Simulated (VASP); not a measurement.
# Ta3Al2N5 (I4/mmm) in VASP: a series of runs

Ta3Al2N5 is run at these levels: PBE; tasks: single point.

All numbers are computed with VASP 6.6.1; they aren't measurements. Logs are shortened: lines on timing, memory, paths and dates and some standing lists are left out, and cuts for length are marked.

## (1) The cell of the first run

It takes space group I4/mmm (No. 139, tetragonal). Conventional cell: a = 3.054 Å, b = 3.054 Å, c = 21.564 Å, α = 90.00°, β = 90.00°, γ = 90.00°. Ta (site symmetry 4mm) has 6 N at 2.16 to 2.25 Å within 2.9 Å. Ta (site symmetry 4/mmm) has 6 N at 2.16 to 2.39 Å within 2.9 Å. Within 2.6 Å of Al (site symmetry 4mm) lie 6 N at 1.96 to 2.16 Å. N (site symmetry 4/mmm) has 6 Ta at 2.16 Å within 2.9 Å. Within 2.7 Å of N (site symmetry 4mm) lie 1 Al at 2.03 Å and 5 Ta at 2.17 to 2.39 Å. Within 2.6 Å of N (site symmetry 4mm) lie 5 Al at 1.96 to 2.16 Å and 1 Ta at 2.25 Å.

## (2) Single point, PBE

Contents of INCAR:

```
ALGO = Normal
EDIFF = 1E-7
ENCUT = 520
GGA = PE
ISIF = 2
ISMEAR = 0
LASPH = True
LCHARG = False
LREAL = False
LWAVE = False
NBANDS = 43
NELM = 80
PREC = Accurate
SIGMA = 0.1
```

Contents of KPOINTS:

```
k-points
0
Gamma
  8 8 8
```

Contents of POSCAR:

```
Ta3Al2N5
1.0
   -1.5269073973      1.5269073973     10.7821441911
    1.5269073973     -1.5269073973     10.7821441911
    1.5269073973      1.5269073973    -10.7821441911
Ta Al N
3 2 5
Direct
    0.1001238539      0.1001238539      0.0000000000
    0.8998761461      0.8998761461      0.0000000000
    0.5000000000      0.5000000000      0.0000000000
    0.7046419670      0.7046419670      0.0000000000
    0.2953580330      0.2953580330      0.0000000000
    0.0000000000      0.0000000000      0.0000000000
    0.6106879218      0.6106879218      0.0000000000
    0.2043808034      0.2043808034      0.0000000000
    0.7956191966      0.7956191966      0.0000000000
    0.3893120782      0.3893120782      0.0000000000
```

Potentials or basis: VASP PAW PBE potentials, release 64 (Ta_pv, Al, N).

The run is started by

```sh
$ cat potpaw_PBE.64/Ta_pv/POTCAR potpaw_PBE.64/Al/POTCAR potpaw_PBE.64/N/POTCAR > POTCAR
$ mpirun -np 1 vasp_std > vasp.out
```

OUTCAR:

```text
EDIFF = 1E-7
   ENCUT = 520
   GGA = PE
   ISIF = 2
   ISMEAR = 0
   LASPH = True
   LREAL = False
   NELM = 80
   PREC = Accurate

 ion  position               nearest neighbor table
   1  0.100  0.100  0.000-   6 2.16   7 2.17   7 2.17   7 2.17   7 2.17   8 2.25   3 3.05   3 3.05
                             3 3.05   3 3.05   4 3.12   4 3.12   4 3.12   4 3.12
   2  0.900  0.900  0.000-   6 2.16  10 2.17  10 2.17  10 2.17  10 2.17   9 2.25   3 3.05   3 3.05
                             3 3.05   3 3.05   5 3.12   5 3.12   5 3.12   5 3.12
   3  0.500  0.500  0.000-   6 2.16   6 2.16   6 2.16   6 2.16  10 2.39   7 2.39   1 3.05   1 3.05
                             2 3.05   2 3.05   2 3.05   1 3.05   2 3.05   1 3.05
   4  0.705  0.705  0.000-   9 1.96   7 2.03   8 2.16   8 2.16   8 2.16   8 2.16   5 2.91   5 2.91
                             5 2.91   5 2.91   1 3.12   1 3.12   1 3.12   1 3.12
   5  0.295  0.295  0.000-   8 1.96  10 2.03   9 2.16   9 2.16   9 2.16   9 2.16   4 2.91   4 2.91
                             4 2.91   4 2.91   2 3.12   2 3.12   2 3.12   2 3.12
   6  0.000  0.000  0.000-   1 2.16   2 2.16   3 2.16   3 2.16   3 2.16   3 2.16
   7  0.611  0.611  0.000-   4 2.03   1 2.17   1 2.17   1 2.17   1 2.17   3 2.39
   8  0.204  0.204  0.000-   5 1.96   4 2.16   4 2.16   4 2.16   4 2.16   1 2.25
   9  0.796  0.796  0.000-   4 1.96   5 2.16   5 2.16   5 2.16   5 2.16   2 2.25
  10  0.389  0.389  0.000-   5 2.03   2 2.17   2 2.17   2 2.17   2 2.17   3 2.39

  LATTYP: Found a body centered tetragonal cell.
 ALAT       =     3.0538147946
 C/A-ratio  =     7.0614263905

  Lattice vectors:

 A1 = (  -1.5269073973,   1.5269073973,  10.7821441911)
 A2 = (   1.5269073973,  -1.5269073973,  10.7821441911)
 A3 = (   1.5269073973,   1.5269073973, -10.7821441911)

Analysis of symmetry for initial positions (statically):
=====================================================================
 Subroutine PRICEL returns:
 Original cell was already a primitive cell.

 Routine SETGRP: Setting up the symmetry group for a
 body centered tetragonal supercell.

 Subroutine GETGRP returns: Found 16 space group operations
 (whereof 16 operations were pure point group operations)
 out of a pool of 16 trial point group operations.

The static configuration has the point symmetry D_4h.

Analysis of symmetry for dynamics (positions and initial velocities):
=====================================================================
 Subroutine PRICEL returns:
 Original cell was already a primitive cell.

 Routine SETGRP: Setting up the symmetry group for a
 body centered tetragonal supercell.

 Subroutine GETGRP returns: Found 16 space group operations
 (whereof 16 operations were pure point group operations)
 out of a pool of 16 trial point group operations.

The dynamic configuration has the point symmetry D_4h.

 Subroutine INISYM returns: Found 16 space group operations
 (whereof 16 operations are pure point group operations),
 and found     1 'primitive' translations

----------------------------------------------------------------------------------------

                                     Primitive cell

  volume of cell :     100.5520

  direct lattice vectors                    reciprocal lattice vectors
    -1.526907397  1.526907397 10.782144191     0.000000000  0.327459282  0.046372965
     1.526907397 -1.526907397 10.782144191     0.327459282  0.000000000  0.046372965
     1.526907397  1.526907397-10.782144191     0.327459282  0.327459282  0.000000000

  length of vectors
    10.996250532 10.996250532 10.996250532     0.330726523  0.330726523  0.463097358

  position of ions in fractional coordinates (direct lattice)
     0.100123854  0.100123854  0.000000000
     0.899876146  0.899876146  0.000000000
     0.500000000  0.500000000  0.000000000
     0.704641967  0.704641967  0.000000000
     0.295358033  0.295358033  0.000000000
     0.000000000  0.000000000  0.000000000
     0.610687922  0.610687922  0.000000000
     0.204380803  0.204380803  0.000000000
     0.795619197  0.795619197  0.000000000
     0.389312078  0.389312078  0.000000000

  ion indices of the primitive-cell ions
   primitive index   ion index
                 1           1
                 2           2
                 3           3
                 4           4
                 5           5
                 6           6
                 7           7
                 8           8
                 9           9
                10          10

----------------------------------------------------------------------------------------

 KPOINTS: k-points

Automatic generation of k-mesh.
 Grid dimensions read from file:
 generate k-points for:    8    8    8

 Generating k-lattice:

  Cartesian coordinates                     Fractional coordinates (reciprocal lattice)
     0.000000000  0.040932410  0.005796621     0.125000000  0.000000000 -0.000000000
     0.040932410  0.000000000  0.005796621     0.000000000  0.125000000 -0.000000000
     0.040932410  0.040932410  0.000000000     0.000000000  0.000000000  0.125000000

  Length of vectors
     0.041340815  0.041340815  0.057887170

  Shift w.r.t. Gamma in fractional coordinates (k-lattice)
     0.000000000  0.000000000  0.000000000

 Subroutine IBZKPT returns following result:
 ===========================================

 Found     59 irreducible k-points:

 Following reciprocal coordinates:
            Coordinates               Weight
  0.000000  0.000000  0.000000      1.000000
  0.125000  0.000000  0.000000      8.000000
  0.250000  0.000000  0.000000      8.000000
  0.375000  0.000000  0.000000      8.000000
  0.500000  0.000000  0.000000      4.000000
  0.125000  0.125000  0.000000      8.000000
[... 16 lines left out ...]
  0.250000  0.125000  0.125000     16.000000
  0.375000  0.125000  0.125000      8.000000
 [... further k-points ...]
   k-points           NKPTS =     59   k-points in BZ     NKDIM =     59   number of bands    NBANDS=     43
   number of dos      NEDOS =    301   number of ions     NIONS =     10
   total plane-waves  NPLWV = 592704
   dimension x,y,z NGX =    84 NGY =   84 NGZ =   84
   dimension x,y,z NGXF=   168 NGYF=  168 NGZF=  168
   ions per type =               3   2   5
   NGX,Y,Z   is equivalent  to a cutoff of  12.70, 12.70, 12.70 a.u.
   NGXF,Y,Z  is equivalent  to a cutoff of  25.40, 25.40, 25.40 a.u.
 SYSTEM =  unknown system
   PREC   = accura    normal or accurate (medium, high low for compatibility)
   ISTART =      0    job   : 0-new  1-cont  2-samecut
   ICHARG =      2    charge: 1-file 2-atom 10-const
   ISPIN  =      1    spin polarized calculation?
   LNONCOLLINEAR =      F non collinear calculations
   LSORBIT =      F    spin-orbit coupling
   LASPH  =      T    aspherical Exc in radial PAW
   ENCUT  =  520.0 eV  38.22 Ry    6.18 a.u.  20.45 20.45 20.45*2*pi/ulx,y,z
   NELM   =     80;   NELMIN=  2; NELMDL= -5     # of ELM steps
   EDIFF  = 0.1E-06   stopping-criterion for ELM
   LREAL  =      F    real-space projection
   EDIFFG = 0.1E-05   stopping-criterion for IOM
   NSW    =      0    number of steps for IOM
   IBRION =     -1    ionic relax: 0-MD 1-quasi-New 2-CG
   NFREE  =      0    steps in history (QN), initial steepest desc. (CG)
   ISIF   =      2    stress and relaxation
   ISYM   =      2    0-nonsym 1-usesym 2-fastsym
   POTIM  = 0.5000    time-step for ionic-motion
   TEBEG  =    0.0;   TEEND  =   0.0 temperature during run
   PSTRESS=    0.0 pullay stress
   NELECT =      64.0000    total number of electrons
   NUPDOWN=      -1.0000    fix difference up-down
   EMIN   =  10.00;   EMAX   =-10.00  energy-range for DOS
   EFERMI =   0.00;   METHOD = LEGACY
   ISMEAR =     0;   SIGMA  =   0.10  broadening in eV -4-tet -1-fermi 0-gaus
   EFERMI_NEDOS =   21; number of points for ismear=-14 and -15
   IALGO  =     38    algorithm
   IMIX   =      4    mixing-type and parameters
     AMIX     =   0.40;   BMIX     =  1.00
     AMIX_MAG =   1.60;   BMIX_MAG =  1.00
  volume/ion in A,a.u.               =      10.06        67.86
  Fermi-wavevector in a.u.,A,eV,Ry     =   1.408223  2.661155 26.981590  1.983091
  Thomas-Fermi vector in A             =   2.530402
   LORBIT       =      0    0 simple, 1 ext, 2 COOP (PROOUT), +10 PAW based schemes
   GGA     = PE    functional components
   LHFCALC =     F    Hartree Fock is set to
   AEXX    =    0.0000 exact exchange contribution
   IVDW    =     0    specifies the selected vdW correction
   LEPSILON=     F    determine dielectric tensor
   LRPA    =     F    only Hartree local field effects (RPA)
 non-spin polarized calculation
 Gauss-broadening in eV      SIGMA  =   0.10
  energy-cutoff  :      520.00
  volume of cell :      100.55
 maximum number of plane-waves:      2736
 NGX is ok and might be reduce to    84
   NGX = 41   NGY = 41   NGZ = 41

 number of electron      64.0000000 magnetization

 Free energy of the ion-electron system (eV)
  ---------------------------------------------------
  ext. energy  EPLUGINS =         0.00000000
  ---------------------------------------------------
  free energy    TOTEN  =       -93.73651547 eV

  energy without entropy =      -93.72076042  energy(sigma->0) =      -93.72863794

 E-fermi :  10.1007     XC(G=0): -12.8287

 val. band max:       10.0728460444   @ k =  -0.2500   0.2500   0.0000
 cond. band min:      10.1079158308   @ k =  -0.3750   0.2500  -0.0000
 fundamental gap:      0.0350697864
 Fermi energy:        10.1006907160

 k-point     1 :       0.0000    0.0000    0.0000
  band No.  band energies     occupation
      1     -26.2252      2.00000
      2     -25.8964      2.00000
      3     -25.8494      2.00000
      4     -25.8494      2.00000
      5     -25.6246      2.00000
      6     -25.6077      2.00000
[... 35 lines left out ...]
     42      12.1710      0.00000
     43      13.6647      0.00000

 k-point     2 :       0.1250    0.0000    0.0000
  band No.  band energies     occupation
      1     -26.2089      2.00000
      2     -26.0250      2.00000
      3     -25.8322      2.00000
      4     -25.7999      2.00000
      5     -25.7354      2.00000
      6     -25.6322      2.00000
[... 35 lines left out ...]
     42      13.2266      0.00000
     43      13.3224      0.00000

 k-point     3 :       0.2500    0.0000    0.0000
  band No.  band energies     occupation
      1     -26.2349      2.00000
      2     -26.1997      2.00000
      3     -25.8870      2.00000
      4     -25.8766      2.00000
      5     -25.7886      2.00000
      6     -25.7117      2.00000
[... 35 lines left out ...]
     42      14.3938      0.00000
     43      14.4513      0.00000

 k-point     4 :       0.3750    0.0000    0.0000
  band No.  band energies     occupation
      1     -26.4224      2.00000
      2     -26.2833      2.00000
      3     -26.0801      2.00000
      4     -25.8797      2.00000
      5     -25.7412      2.00000
      6     -25.6931      2.00000
[... 863 lines left out ...]
     42      14.2334      0.00000
     43      14.7917      0.00000

 k-point    23 :       0.2500    0.1250    0.1250
  band No.  band energies     occupation
      1     -26.3317      2.00000
      2     -26.1733      2.00000
      3     -26.1426      2.00000
      4     -25.9191      2.00000
      5     -25.8668      2.00000
      6     -25.8091      2.00000
[... 35 lines left out ...]
     42      14.5650      0.00000
     43      14.7778      0.00000

 k-point    24 :       0.3750    0.1250    0.1250
  band No.  band energies     occupation
      1     -26.4021      2.00000
      2     -26.2209      2.00000
      3     -26.1845      2.00000
      4     -25.8963      2.00000
      5     -25.8025      2.00000
      6     -25.7979      2.00000
[... 35 lines left out ...]
     42      14.6493      0.00000
     43      15.5594      0.00000

 [... further k-points ...]
[... 5 lines left out ...]
  --------------------------------------------------------------------------------------
  -------------------------------------------------------------------------------------
  Total        0.3544640      0.3544640      0.3206370      0.0000000      0.0000000     -0.0000000
  in kB        5.6479682      5.6479682      5.1089741      0.0000000      0.0000000     -0.0000000
  external PRESSURE =       5.4683035 kB  Pullay stress =       0.0000000 kB

 VOLUME and BASIS-vectors are now :
 -----------------------------------------------------------------------------
  energy-cutoff  :      520.00
  volume of cell :      100.55
      direct lattice vectors                 reciprocal lattice vectors
    -1.526907397  1.526907397 10.782144191     0.000000000  0.327459282  0.046372965
     1.526907397 -1.526907397 10.782144191     0.327459282  0.000000000  0.046372965
     1.526907397  1.526907397-10.782144191     0.327459282  0.327459282  0.000000000

 POSITION                                       TOTAL-FORCE (eV/Angst)
 -----------------------------------------------------------------------------------
      0.00000      0.00000      2.15910         0.000000      0.000000     -0.008972
      0.00000      0.00000     19.40519         0.000000      0.000000      0.008972
      0.00000      0.00000     10.78214         0.000000      0.000000     -0.000000
      0.00000      0.00000     15.19510        -0.000000     -0.000000      0.011298
      0.00000      0.00000      6.36919         0.000000      0.000000     -0.011298
      0.00000      0.00000      0.00000         0.000000      0.000000     -0.000000
      0.00000      0.00000     13.16905        -0.000000     -0.000000      0.024914
      0.00000      0.00000      4.40733        -0.000000     -0.000000      0.024846
      0.00000      0.00000     17.15696         0.000000      0.000000     -0.024846
      0.00000      0.00000      8.39524        -0.000000     -0.000000     -0.024914
 -----------------------------------------------------------------------------------
    total drift:                               -0.000000     -0.000000      0.000000

  FREE ENERGIE OF THE ION-ELECTRON SYSTEM (eV)
  ---------------------------------------------------
  free  energy   TOTEN  =       -93.7365154684 eV

  energy  without entropy=      -93.7207604174  energy(sigma->0) =      -93.72863794
```

It took 35 min on 1 thread of Intel Xeon Platinum 8559C (Emerald Rapids), shared host; peak memory 1.2 GiB.

Results:

| Quantity | Value |
| --- | --- |
| Free energy | -93.7365 eV |
| Pressure | 0.5 GPa |
| Largest force | 0.025 eV/Å |
| Band gap on the k mesh | zero (bands 32 and 33 overlap by 2.27 eV) |

Forces on the atoms (eV/Å):
```
Ta   0.000  0.000 -0.009
Ta   0.000  0.000  0.009
Ta   0.000  0.000  0.000
Al   0.000  0.000  0.011
Al   0.000  0.000 -0.011
N    0.000  0.000  0.000
N    0.000  0.000  0.025
N    0.000  0.000  0.025
N    0.000  0.000 -0.025
N    0.000  0.000 -0.025
```

Caveat: spin-orbit coupling is left out, which moves the levels of the heavy elements.

(Continued in part 2 of 2.)

The gap in the log of VASP goes by the Fermi energy; the results here count the filled bands.